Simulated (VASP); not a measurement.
# AlCo: relaxation of cell and atoms with LDA

Crystal: AlCo.

```
Al Co
1.0
     2.81940    0.00000    0.00000
     0.00000    2.81940    0.00000
     0.00000    0.00000    2.81940
Al Co
1 1
Direct
  0.00000 0.00000 0.00000
  0.50000 0.50000 0.50000
```

```json
{
  "Program": "VASP 6.6.1",
  "Task": "relaxation of cell and atoms",
  "Functional": "LDA",
  "Potentials or basis": "VASP PAW LDA potentials, release 64 (Al, Co)",
  "Cutoff": "600 eV",
  "k mesh": "14 × 14 × 14",
  "Occupations": "gaussian, width 0.1 eV",
  "Spin": "no spin polarisation",
  "Dipole correction": "no",
  "Further INCAR settings": "ALGO = Normal; EDIFF = 1e-07; IBRION = 2; EDIFFG = -0.005; NSW = 100; ISIF = 3"
}
```

- Relaxed volume: 10.92 Å³/atom
- Relaxed cell: a = 2.795 Å, b = 2.795 Å, c = 2.795 Å, α = 90.00°, β = 90.00°, γ = 90.00°
- Space group after relaxing (to 0.05 Å): Pm-3m (No. 221)
- Energy gained by relaxing: 4.7 meV/atom
- Ionic steps: 3
- Pressure after relaxing: 0.0 GPa
- Band gap on the k mesh: zero (band 6 reaches 13.53 eV, above the bottom of band 7 at 10.81 eV)

Step by step:
| step | energy change (eV) | largest force (eV/Å) | pressure (GPa) | volume (Å³) |
| --- | --- | --- | --- | --- |
| 1 | 0.0000 | 0.0000 | -5.13 | 22.41 |
| 2 | 0.0005 | 0.0000 | 5.78 | 21.27 |
| 3 | -0.0095 | 0.0000 | -0.02 | 21.84 |

Final structure:
```
CELL_PARAMETERS angstrom
2.79508 0.00000 0.00000
0.00000 2.79508 0.00000
0.00000 0.00000 2.79508
ATOMIC_POSITIONS crystal
Al 0.00000 0.00000 0.00000
Co 0.50000 0.50000 0.50000
```

Levels at points of the mesh, in eV from the Fermi level:
| k point | band 4 | band 5 | band 6 | band 7 | band 8 | band 9 |
| --- | --- | --- | --- | --- | --- | --- |
| (0.00, 0.00, 0.00) | -0.88 | -0.88 | -0.88 | 6.24 | 6.24 | 6.24 |
| (0.50, 0.00, 0.00) | -1.83 | -1.83 | -0.76 | 0.17 | 8.55 | 10.91 |
| (0.50, 0.50, 0.00) | -2.74 | -1.62 | -1.62 | -0.30 | 2.59 | 3.85 |
| (0.50, 0.50, 0.50) | -0.26 | -0.26 | 2.43 | 2.43 | 2.43 | 4.57 |

Wall time 26 s on 1 thread of Intel(R) Xeon(R) Platinum 8488C (Sapphire Rapids), on a shared host, peak memory 0.17 GiB.

Spin polarisation is off, so any magnetic state and its effect on volume and gap are missing.
